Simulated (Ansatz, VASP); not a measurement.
# GaP in VASP and in Ansatz

```xyz
2
Lattice="0.0000 2.7192 2.7192 2.7192 0.0000 2.7192 2.7192 2.7192 0.0000" Properties=species:S:1:pos:R:3 pbc="T T T"
Ga    0.0000    0.0000    0.0000
P     4.0789    4.0789    4.0789
```

Alike in both runs: task single point; functional PBEsol; k mesh 10 × 10 × 10; occupations gaussian, width 0.05 eV; no spin polarisation.

```csv
,VASP,Ansatz
version,VASP 6.6.1,Ansatz 0.2.0
potentials or method,"VASP PAW PBE potentials, release 64 (Ga_d, P), cutoff 520 eV","scalar-relativistic, plane waves, PAW"
valence electrons in the cell,18,18
```

|  | VASP | Ansatz | Ansatz less VASP |
| --- | --- | --- | --- |
| gap on the k mesh at the Fermi level (eV) | 1.47 | 1.47 | -0.002 |
| least direct gap on the mesh (eV) | 1.81 | 1.80 | -0.007 |
| pressure (GPa) | -0.1 | 0.0 | +0.09 |

VASP's potentials were made for PBE, not for PBEsol. With one functional, cell and mesh, what is left measures potentials, basis and numerics.
